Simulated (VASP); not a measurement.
# BaF2 (Fm-3m) in VASP: further runs

BaF2 is run at these levels: PBE; tasks: single point.

All numbers are computed with VASP 6.6.1; they aren't measurements. Logs are shortened: lines on timing, memory, paths and dates and some standing lists are left out, and cuts for length are marked.

## Step 1: The cell of the first run

Symmetry: Fm-3m, No. 225, cubic system. Conventional cell: a = 5.981 Å, b = 5.981 Å, c = 5.981 Å, α = 90.00°, β = 90.00°, γ = 90.00°. Within 3.4 Å of Ba (site symmetry m-3m) lie 8 F at 2.59 Å. F (site symmetry -43m) has 4 Ba at 2.59 Å and 6 F at 2.99 Å within 3.4 Å.

## Step 2: Single point, PBE (volume changed by -10%)

INCAR

```
SYSTEM = BaF2
ALGO = Normal ; EDIFF = 1E-6
ENCUT = 600 ; GGA = PE
GGA_COMPAT = .FALSE. ; ISIF = 2
ISMEAR = 0 ; LASPH = .TRUE.
LCHARG = .FALSE. ; LREAL = .FALSE.
LWAVE = .FALSE. ; NBANDS = 19
NELM = 120 ; PREC = Accurate
SIGMA = 0.01
```

KPOINTS

```
k-points
0
G
  4 4 4
  0 0 0
```

POSCAR

```
BaF2
1.0
    0.0000000000      2.9902815514      2.9902815514
    2.9902815514      0.0000000000      2.9902815514
    2.9902815514      2.9902815514      0.0000000000
Ba F
1 2
Direct
    0.0000000000      0.0000000000      0.0000000000
    0.2500000000      0.2500000000      0.2500000000
    0.7500000000      0.7500000000      0.7500000000
```

Potentials or basis: VASP PAW PBE potentials, release 64 (Ba_sv, F).

On the command line:

```bash
$ cat potpaw_PBE.64/Ba_sv/POTCAR potpaw_PBE.64/F/POTCAR > POTCAR
$ mpirun -np 1 vasp_std > vasp.out
```

OUTCAR:

```text
SYSTEM = BaF2
   EDIFF = 1E-6
   ENCUT = 600
   GGA = PE
   ISIF = 2
   ISMEAR = 0
   LASPH = .TRUE.
   LREAL = .FALSE.
   NELM = 120
   PREC = Accurate

 ion  position               nearest neighbor table
   1  0.000  0.000  0.000-   2 2.59   3 2.59   3 2.59   3 2.59   3 2.59   2 2.59   2 2.59   2 2.59

   2  0.250  0.250  0.250-   1 2.59   1 2.59   1 2.59   1 2.59
   3  0.750  0.750  0.750-   1 2.59   1 2.59   1 2.59   1 2.59

  LATTYP: Found a face centered cubic cell.
 ALAT       =     5.9805631028

  Lattice vectors:

 A1 = (   0.0000000000,   2.9902815514,   2.9902815514)
 A2 = (   2.9902815514,   0.0000000000,   2.9902815514)
 A3 = (   2.9902815514,   2.9902815514,   0.0000000000)

Analysis of symmetry for initial positions (statically):
=====================================================================
 Subroutine PRICEL returns:
 Original cell was already a primitive cell.

 Routine SETGRP: Setting up the symmetry group for a
 face centered cubic supercell.

 Subroutine GETGRP returns: Found 48 space group operations
 (whereof 48 operations were pure point group operations)
 out of a pool of 48 trial point group operations.

The static configuration has the point symmetry O_h .

Analysis of symmetry for dynamics (positions and initial velocities):
=====================================================================
 Subroutine PRICEL returns:
 Original cell was already a primitive cell.

 Routine SETGRP: Setting up the symmetry group for a
 face centered cubic supercell.

 Subroutine GETGRP returns: Found 48 space group operations
 (whereof 48 operations were pure point group operations)
 out of a pool of 48 trial point group operations.

The dynamic configuration has the point symmetry O_h .

 Subroutine INISYM returns: Found 48 space group operations
 (whereof 48 operations are pure point group operations),
 and found     1 'primitive' translations

----------------------------------------------------------------------------------------

                                     Primitive cell

  volume of cell :      53.4769

  direct lattice vectors                    reciprocal lattice vectors
     0.000000000  2.990281551  2.990281551    -0.167208335  0.167208335  0.167208335
     2.990281551  0.000000000  2.990281551     0.167208335 -0.167208335  0.167208335
     2.990281551  2.990281551  0.000000000     0.167208335  0.167208335 -0.167208335

  length of vectors
     4.228896725  4.228896725  4.228896725     0.289613332  0.289613332  0.289613332

  position of ions in fractional coordinates (direct lattice)
     0.000000000  0.000000000  0.000000000
     0.250000000  0.250000000  0.250000000
     0.750000000  0.750000000  0.750000000

  ion indices of the primitive-cell ions
   primitive index   ion index
                 1           1
                 2           2
                 3           3

----------------------------------------------------------------------------------------

 KPOINTS: k-points

Automatic generation of k-mesh.
 Grid dimensions read from file:
 generate k-points for:    4    4    4

 Generating k-lattice:

  Cartesian coordinates                     Fractional coordinates (reciprocal lattice)
    -0.041802084  0.041802084  0.041802084     0.250000000  0.000000000  0.000000000
     0.041802084 -0.041802084  0.041802084     0.000000000  0.250000000  0.000000000
     0.041802084  0.041802084 -0.041802084     0.000000000  0.000000000  0.250000000

  Length of vectors
     0.072403333  0.072403333  0.072403333

  Shift w.r.t. Gamma in fractional coordinates (k-lattice)
     0.000000000  0.000000000  0.000000000

 Subroutine IBZKPT returns following result:
 ===========================================

 Found      8 irreducible k-points:

 Following reciprocal coordinates:
            Coordinates               Weight
  0.000000  0.000000  0.000000      1.000000
  0.250000  0.000000  0.000000      8.000000
  0.500000  0.000000  0.000000      4.000000
  0.250000  0.250000  0.000000      6.000000
  0.500000  0.250000  0.000000     24.000000
 -0.250000  0.250000  0.000000     12.000000
  0.500000  0.500000  0.000000      3.000000
 -0.250000  0.500000  0.250000      6.000000
   k-points           NKPTS =      8   k-points in BZ     NKDIM =      8   number of bands    NBANDS=     19
   number of dos      NEDOS =    301   number of ions     NIONS =      3
   total plane-waves  NPLWV =  46656
   dimension x,y,z NGX =    36 NGY =   36 NGZ =   36
   dimension x,y,z NGXF=    72 NGYF=   72 NGZF=   72
   ions per type =               1   2
   NGX,Y,Z   is equivalent  to a cutoff of  14.15, 14.15, 14.15 a.u.
   NGXF,Y,Z  is equivalent  to a cutoff of  28.30, 28.30, 28.30 a.u.
 SYSTEM =  BaF2
   PREC   = accura    normal or accurate (medium, high low for compatibility)
   ISTART =      0    job   : 0-new  1-cont  2-samecut
   ICHARG =      2    charge: 1-file 2-atom 10-const
   ISPIN  =      1    spin polarized calculation?
   LNONCOLLINEAR =      F non collinear calculations
   LSORBIT =      F    spin-orbit coupling
   LASPH  =      T    aspherical Exc in radial PAW
   ENCUT  =  600.0 eV  44.10 Ry    6.64 a.u.   8.45  8.45  8.45*2*pi/ulx,y,z
   NELM   =    120;   NELMIN=  2; NELMDL= -5     # of ELM steps
   EDIFF  = 0.1E-05   stopping-criterion for ELM
   LREAL  =      F    real-space projection
   EDIFFG = 0.1E-04   stopping-criterion for IOM
   NSW    =      0    number of steps for IOM
   IBRION =     -1    ionic relax: 0-MD 1-quasi-New 2-CG
   NFREE  =      0    steps in history (QN), initial steepest desc. (CG)
   ISIF   =      2    stress and relaxation
   ISYM   =      2    0-nonsym 1-usesym 2-fastsym
   POTIM  = 0.5000    time-step for ionic-motion
   TEBEG  =    0.0;   TEEND  =   0.0 temperature during run
   PSTRESS=    0.0 pullay stress
   NELECT =      24.0000    total number of electrons
   NUPDOWN=      -1.0000    fix difference up-down
   EMIN   =  10.00;   EMAX   =-10.00  energy-range for DOS
   EFERMI =   0.00;   METHOD = LEGACY
   ISMEAR =     0;   SIGMA  =   0.01  broadening in eV -4-tet -1-fermi 0-gaus
   EFERMI_NEDOS =   21; number of points for ismear=-14 and -15
   IALGO  =     38    algorithm
   IMIX   =      4    mixing-type and parameters
     AMIX     =   0.40;   BMIX     =  1.00
     AMIX_MAG =   1.60;   BMIX_MAG =  1.00
  volume/ion in A,a.u.               =      17.83       120.29
  Fermi-wavevector in a.u.,A,eV,Ry     =   1.253400  2.368583 21.374924  1.571013
  Thomas-Fermi vector in A             =   2.387255
   LORBIT       =      0    0 simple, 1 ext, 2 COOP (PROOUT), +10 PAW based schemes
   GGA     = PE    functional components
   LHFCALC =     F    Hartree Fock is set to
   AEXX    =    0.0000 exact exchange contribution
   IVDW    =     0    specifies the selected vdW correction
   LEPSILON=     F    determine dielectric tensor
   LRPA    =     F    only Hartree local field effects (RPA)
 non-spin polarized calculation
 Gauss-broadening in eV      SIGMA  =   0.01
  energy-cutoff  :      600.00
  volume of cell :       53.48
 maximum number of plane-waves:      1812
 NGX is ok and might be reduce to    36
   NGX = 17   NGY = 17   NGZ = 17

 number of electron      23.9999999 magnetization

 Free energy of the ion-electron system (eV)
  ---------------------------------------------------
  ext. energy  EPLUGINS =         0.00000000
  ---------------------------------------------------
  free energy    TOTEN  =       -16.85903278 eV

  energy without entropy =      -16.85903278  energy(sigma->0) =      -16.85903278

 E-fermi :  -1.4447     XC(G=0):  -9.2083

 val. band max:       -1.5665679411   @ k =  -0.2500   0.2500   0.0000
 cond. band min:       5.6557027920   @ k =   0.0000   0.0000   0.0000
 fundamental gap:      7.2222707330
 Fermi energy:        -1.4447453964

 k-point     1 :       0.0000    0.0000    0.0000
  band No.  band energies     occupation
      1     -24.5084      2.00000
      2     -20.7143      2.00000
      3     -20.4476      2.00000
      4      -9.1208      2.00000
      5      -9.1208      2.00000
      6      -9.1208      2.00000
[... 11 lines left out ...]
     18      10.6891      0.00000
     19      14.5869      0.00000

 k-point     2 :       0.2500    0.0000    0.0000
  band No.  band energies     occupation
      1     -24.3233      2.00000
      2     -20.8120      2.00000
      3     -20.6577      2.00000
      4      -9.2547      2.00000
      5      -9.2488      2.00000
      6      -9.2488      2.00000
[... 11 lines left out ...]
     18      10.7292      0.00000
     19      12.9250      0.00000

 k-point     3 :       0.5000    0.0000    0.0000
  band No.  band energies     occupation
      1     -24.1074      2.00000
      2     -21.0509      2.00000
      3     -20.7580      2.00000
      4      -9.3666      2.00000
      5      -9.3666      2.00000
      6      -9.3512      2.00000
[... 11 lines left out ...]
     18      10.8273      0.00000
     19      13.5454      0.00000

 k-point     4 :       0.2500    0.2500    0.0000
  band No.  band energies     occupation
      1     -24.2581      2.00000
      2     -20.8000      2.00000
      3     -20.7734      2.00000
      4      -9.4404      2.00000
      5      -9.4404      2.00000
      6      -8.9902      2.00000
[... 11 lines left out ...]
     18      10.9071      0.00000
     19      14.6544      0.00000

 k-point     5 :       0.5000    0.2500    0.0000
  band No.  band energies     occupation
      1     -24.0344      2.00000
      2     -21.0278      2.00000
      3     -20.8922      2.00000
      4      -9.5527      2.00000
      5      -9.5514      2.00000
      6      -9.1027      2.00000
[... 11 lines left out ...]
     18      11.8754      0.00000
     19      13.4374      0.00000

 k-point     6 :      -0.2500    0.2500    0.0000
  band No.  band energies     occupation
      1     -24.1120      2.00000
      2     -20.9126      2.00000
      3     -20.8912      2.00000
      4      -9.3908      2.00000
      5      -9.3721      2.00000
      6      -9.3447      2.00000
[... 11 lines left out ...]
     18      11.6444      0.00000
     19      13.6230      0.00000

 k-point     7 :       0.5000    0.5000    0.0000
  band No.  band energies     occupation
      1     -23.9533      2.00000
      2     -21.1522      2.00000
      3     -20.8834      2.00000
      4      -9.7201      2.00000
      5      -9.7201      2.00000
      6      -8.8400      2.00000
[... 11 lines left out ...]
     18      12.4234      0.00000
     19      14.2863      0.00000

 k-point     8 :      -0.2500    0.5000    0.2500
  band No.  band energies     occupation
      1     -23.9530      2.00000
      2     -21.0211      2.00000
      3     -21.0211      2.00000
      4      -9.7515      2.00000
      5      -9.2844      2.00000
      6      -9.2844      2.00000
[... 11 lines left out ...]
     18      14.4165      0.00000
     19      14.4185      0.00000

------------------------ aborting loop because EDIFF is reached ----------------------------------------

  FORCE on cell =-STRESS in cart. coord.  units (eV):
  Direction    XX          YY          ZZ          XY          YZ          ZX
  --------------------------------------------------------------------------------------
  -------------------------------------------------------------------------------------
  Total        3.7722113      3.7722113      3.7722113      0.0000000      0.0000000      0.0000000
  in kB      113.0161091    113.0161091    113.0161091      0.0000000      0.0000000      0.0000000
  external PRESSURE =     113.0161091 kB  Pullay stress =       0.0000000 kB

 VOLUME and BASIS-vectors are now :
 -----------------------------------------------------------------------------
  energy-cutoff  :      600.00
  volume of cell :       53.48
      direct lattice vectors                 reciprocal lattice vectors
     0.000000000  2.990281551  2.990281551    -0.167208335  0.167208335  0.167208335
     2.990281551  0.000000000  2.990281551     0.167208335 -0.167208335  0.167208335
     2.990281551  2.990281551  0.000000000     0.167208335  0.167208335 -0.167208335

 POSITION                                       TOTAL-FORCE (eV/Angst)
 -----------------------------------------------------------------------------------
      0.00000      0.00000      0.00000         0.000000      0.000000      0.000000
      1.49514      1.49514      1.49514         0.000000      0.000000     -0.000000
      4.48542      4.48542      4.48542        -0.000000     -0.000000      0.000000
 -----------------------------------------------------------------------------------
    total drift:                                0.000000      0.000000      0.000000

  FREE ENERGIE OF THE ION-ELECTRON SYSTEM (eV)
  ---------------------------------------------------
  free  energy   TOTEN  =       -16.8590327825 eV

  energy  without entropy=      -16.8590327825  energy(sigma->0) =      -16.85903278
```

It took 19 s on 1 thread of Intel Xeon 8259CL, shared host; peak memory 0.2 GiB.

What came out:

* Free energy: -16.8590 eV
* Pressure: 11.3 GPa
* Band gap on the k mesh: 7.22 eV, indirect (least direct gap 7.38 eV)

Caveat: the k points lie up to 0.45 Å⁻¹ apart; the cell differs from its parent crystal (volume changed by -10%); spin-orbit coupling is left out, which moves the levels of the heavy elements.

## Step 3: Single point, PBE (volume changed by -5%)

INCAR

```
SYSTEM = BaF2
  PREC = Accurate
  ENCUT = 600
  EDIFF = 1E-6
  ISMEAR = 0
  SIGMA = 0.01
  LREAL = .FALSE.
  LASPH = .TRUE.
  NELM = 120
  ALGO = Normal
  ISIF = 2
  LWAVE = .FALSE.
  LCHARG = .FALSE.
  GGA = PE
  NBANDS = 19
  GGA_COMPAT = .FALSE.
```

KPOINTS

```
regular mesh
0
G
  4 4 4
  0 0 0
```

POSCAR

```
BaF2
1.0
    0.0000000000      3.0446621859      3.0446621859
    3.0446621859      0.0000000000      3.0446621859
    3.0446621859      3.0446621859      0.0000000000
Ba F
1 2
Direct
    0.0000000000      0.0000000000      0.0000000000
    0.2500000000      0.2500000000      0.2500000000
    0.7500000000      0.7500000000      0.7500000000
```

Potentials or basis: VASP PAW PBE potentials, release 64 (Ba_sv, F).

On the command line:

```bash
$ cat potpaw_PBE.64/Ba_sv/POTCAR potpaw_PBE.64/F/POTCAR > POTCAR
$ mpirun -np 1 vasp_std > vasp.out
```

It took 19 s on 1 thread of Intel Xeon 8259CL, shared host; peak memory 0.2 GiB.

It converged, with:

| Item | Value |
| --- | --- |
| Free energy | -17.0252 eV |
| Pressure | 6.3 GPa |
| Band gap on the k mesh | 7.00 eV, indirect (least direct gap 7.11 eV) |

Levels at points of the mesh, in eV from the valence-band top:
```tsv
k point	band 10	band 11	band 12	band 13	band 14	band 15
(0.00, 0.00, 0.00)	-0.11	-0.11	-0.11	7.00	9.37	9.37
(0.50, 0.00, 0.00)	-0.36	-0.17	-0.17	9.38	9.38	9.42
(0.50, 0.50, 0.00)	-0.30	-0.30	-0.19	7.33	9.27	10.98
```

Caveat: the k points lie up to 0.45 Å⁻¹ apart; the cell differs from its parent crystal (volume changed by -5%); spin-orbit coupling is left out, which moves the levels of the heavy elements. A k mesh can miss the band edges.

## Step 4: Single point, PBE

This run uses another cell than the first one, of 19.81 Å³/atom, 1.111 times its volume.

INCAR

```
SYSTEM = BaF2
PREC = Accurate
ENCUT = 600
EDIFF = 1E-6
ISMEAR = 0
SIGMA = 0.01
LREAL = .False.
LASPH = .True.
NELM = 120
ALGO = Normal
ISIF = 2
LWAVE = .False.
LCHARG = .True.
GGA = PE
LELF = .True.
LVHAR = .True.
NBANDS = 19
GGA_COMPAT = .False.
```

KPOINTS

```
regular mesh
0
Gamma
  4 4 4
  0 0 0
```

POSCAR

```
BaF2
1.0
    0.0000000000      3.0971666795      3.0971666795
    3.0971666795      0.0000000000      3.0971666795
    3.0971666795      3.0971666795      0.0000000000
Ba F
1 2
Direct
    0.0000000000      0.0000000000      0.0000000000
    0.2500000000      0.2500000000      0.2500000000
    0.7500000000      0.7500000000      0.7500000000
```

On the command line:

```bash
$ cat potpaw_PBE.64/Ba_sv/POTCAR potpaw_PBE.64/F/POTCAR > POTCAR
$ mpirun -np 1 vasp_std > vasp.out
```

Wall time 23 s (1 thread of Intel Xeon 8259CL, shared host); peak memory 0.2 GiB.

Results (log left out):

```
Free energy            : -17.1099 eV
Pressure               : 2.5 GPa
Band gap on the k mesh : 6.78 eV, indirect (least direct gap 6.86 eV)
```

Levels at points of the mesh, in eV from the valence-band top:
| k point | band 9 | band 10 | band 11 | band 12 | band 13 | band 14 | band 15 | band 16 |
| --- | --- | --- | --- | --- | --- | --- | --- | --- |
| (0.00, 0.00, 0.00) | -1.50 | -0.08 | -0.08 | -0.08 | 6.78 | 9.19 | 9.19 | 11.41 |
| (0.50, 0.00, 0.00) | -0.67 | -0.35 | -0.17 | -0.17 | 9.12 | 9.19 | 9.19 | 9.80 |
| (0.50, 0.50, 0.00) | -0.36 | -0.33 | -0.33 | -0.13 | 7.25 | 9.01 | 10.68 | 11.97 |

Caveat: the k points lie up to 0.44 Å⁻¹ apart; spin-orbit coupling is left out, which moves the levels of the heavy elements. A hybrid or GW would open this gap; PBE tends to underestimate it.

(Continued in part 2 of 2.)
